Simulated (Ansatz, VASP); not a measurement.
# WS4 in VASP and in Ansatz

File INCAR:

```
ALGO = Normal
EDIFF = 1E-6
ENCUT = 520
GGA = PS
ISIF = 2
ISMEAR = 0
LASPH = T
LCHARG = F
LREAL = F
LWAVE = F
NBANDS = 27
NELM = 60
PREC = Accurate
SIGMA = 0.05
```

Contents of KPOINTS:

```
k-points
0
Gamma
  9 9 1
```

Contents of POSCAR:

```
WS4
1.0
    3.1476068040      0.0000000000      0.0000000000
   -1.5738034020      2.7259074534      0.0000000000
    0.0000000000      0.0000000000     14.6075295395
S W
4 1
Direct
    0.6666666667      0.3333333333      0.1711446137
    0.3333333333      0.6666666667      0.3927470927
    0.3333333333      0.6666666667      0.6072529073
    0.0000000000      0.0000000000      0.8288553863
    0.6666666667      0.3333333333      0.5000122933
```

Input for Ansatz:

```yaml
crystal:
  lattice:
    - [3.147606804, 0.0, 0.0]
    - [-1.573803402, 2.7259074534, 0.0]
    - [0.0, 0.0, 14.6075295395]
  atoms:
    - { symbol: S, position: [0.6666666667, 0.3333333333, 0.1711446137] }
    - { symbol: S, position: [0.3333333333, 0.6666666667, 0.3927470927] }
    - { symbol: W, position: [0.6666666667, 0.3333333333, 0.5000122933] }
    - { symbol: S, position: [0.3333333333, 0.6666666667, 0.6072529073] }
    - { symbol: S, position: [0.0, 0.0, 0.8288553863] }
basis:
  ecutwfc: 420
kpoints:
  mp_grid: { grid: [9, 9, 1] }
hamiltonian:
  xc: pbesol
scf:
  occupations: { method: gaussian, width: 0.05 }
output:
  forces: true
  stress: true
  eigenvalues: true
```

Alike in both runs: task single point; functional PBEsol; k mesh 9 × 9 × 1; occupations gaussian, width 0.05 eV; no spin polarisation.

```csv
,VASP,Ansatz
version,VASP 6.6.1,Ansatz 0.2.0
potentials or method,"VASP PAW PBE potentials, release 64 (S, W_sv), cutoff 520 eV","scalar-relativistic, plane waves, PAW"
valence electrons in the cell,38,38
```

Ansatz gave:

- gap on the k mesh at the Fermi level (eV): none
- rms of the force components (eV/Å): 0.019

Problem. What did VASP give for the same quantities?

Solution. gap on the k mesh at the Fermi level (eV): none; rms of the force components (eV/Å): 0.021.

VASP's potentials were made for PBE, not for PBEsol. A gap of «none» marks a metal or a gap that the smearing closes.

Spin-orbit coupling is off throughout.
